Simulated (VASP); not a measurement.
Wanted: the native input for a VASP 6.6.1 run.

```
Task                   : single point
Functional             : RPBE
Potentials or basis    : VASP PAW PBE potentials, release 64 (Mn_pv, S)
Cutoff                 : 520 eV
k mesh                 : 9 × 9 × 9
Occupations            : fermi-dirac, width 0.05 eV
Spin                   : collinear spin, ferromagnetic start
Starting moments       : [4.0, 0.0] μB
Hubbard terms          : Mn d U = 7.0 eV
Dipole correction      : no
Further INCAR settings : ALGO = Normal; EDIFF = 1e-06; NBANDS = 20
```

The structure of MnS lies in POSCAR:

```
MnS
1.0
    0.0000000000      2.4734634191      2.4734634191
    2.4734634191      0.0000000000      2.4734634191
    2.4734634191      2.4734634191      0.0000000000
Mn S
1 1
Direct
    0.0000000000      0.0000000000      0.0000000000
    0.7500000000      0.7500000000      0.7500000000
```

These files were run (other wordings do the same):

INCAR

```
SYSTEM = MnS
PREC = Accurate ; ENCUT = 520
EDIFF = 1E-6 ; ISMEAR = -1
SIGMA = 0.05 ; LREAL = .False.
LASPH = .True. ; NELM = 150
ALGO = Normal ; ISIF = 2
LWAVE = .False. ; LCHARG = .False.
ISPIN = 2 ; MAGMOM = 4 0
LORBIT = 11 ; LMAXMIX = 4
LDAU = .True. ; LDAUTYPE = 2
LDAUL = 2 -1 ; LDAUU = 7 0
LDAUJ = 0 0 ; LDAUPRINT = 1
GGA = RP ; NBANDS = 20
```

KPOINTS

```
regular mesh
0
Gamma
  9 9 9
  0 0 0
```

Potentials or basis: VASP PAW PBE potentials, release 64 (Mn_pv, S).

Command:

```sh
$ cat potpaw_PBE.64/Mn_pv/POTCAR potpaw_PBE.64/S/POTCAR > POTCAR
$ mpirun -np 1 vasp_std > vasp.out
```

It gave:

| Property | Result |
| --- | --- |
| Pressure | 71.9 GPa |
| Net moment | 4.91 μB per cell |
| Site moments | Mn +4.53; S +0.03 μB |
| Valence electrons inside the program's atomic spheres | Mn 11.87; S 4.05 |

Caveat: the cell stands under pressure; the PAW data sets were made with another functional, which shifts forces and pressure a little; a cell with one magnetic atom can't hold antiferromagnetic order, which such compounds often take.

Run time: 43 s on 1 thread of AMD EPYC 7R43 64-Core Processor (Zen 3), with other jobs on the host, peak memory 0.16 GiB.
